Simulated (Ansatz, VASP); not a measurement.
Two plane-wave programs on Co

Contents of INCAR:

```
  PREC = Accurate
  ENCUT = 520
  EDIFF = 1E-6
  ISMEAR = 0
  SIGMA = 0.05
  LREAL = F
  LASPH = T
  NELM = 150
  ALGO = Normal
  ISIF = 2
  LWAVE = F
  LCHARG = F
  ISPIN = 2
  MAGMOM = 1.5
  LORBIT = 11
  LMAXMIX = 4
  GGA = PE
  NBANDS = 14
```

Contents of KPOINTS:

```
Automatic mesh
0
Gamma
  10 10 10
```

POSCAR

```
Co
1.0
    0.0000000000      1.7708472648      1.7708472648
    1.7708472648      0.0000000000      1.7708472648
    1.7708472648      1.7708472648      0.0000000000
Co
1
Direct
    0.0000000000      0.0000000000      0.0000000000
```

Input for Ansatz:

```yaml
crystal:
  lattice:
    - [0.0, 1.7708472648, 1.7708472648]
    - [1.7708472648, 0.0, 1.7708472648]
    - [1.7708472648, 1.7708472648, 0.0]
  atoms:
    - { symbol: Co, position: [0.0, 0.0, 0.0], spin: 1.5 }
basis:
  ecutwfc: 420
  ecutrho_ratio: 4
kpoints:
  mp_grid: { grid: [10, 10, 10] }
hamiltonian:
  xc: pbe
scf:
  occupations: { method: gaussian, width: 0.05 }
output:
  forces: true
  stress: true
  eigenvalues: true
  populations: true
magnetization:
  spin_polarized: true
```

Alike in both runs: task single point; functional PBE; k mesh 10 × 10 × 10; occupations gaussian, width 0.05 eV; collinear spin.

```csv
,VASP,Ansatz
version,VASP 6.6.1,Ansatz 0.2.0
potentials or method,"VASP PAW PBE potentials, release 64 (Co), cutoff 520 eV","scalar-relativistic, plane waves, PAW"
valence electrons in the cell,9,17
```

```tsv
	VASP	Ansatz	Ansatz less VASP
pressure (GPa)	-3.1	-2.6	+0.54
net moment per atom (μB)	1.73	1.73	+0.004
size of the moment on the site where the two differ most (μB)	1.75	1.80	+0.051
```

Site moments also hang on the region over which each program counts them. VASP's potentials hold 9 valence electrons a cell and Ansatz's 17, so a difference there can come from the potentials and not from the codes.
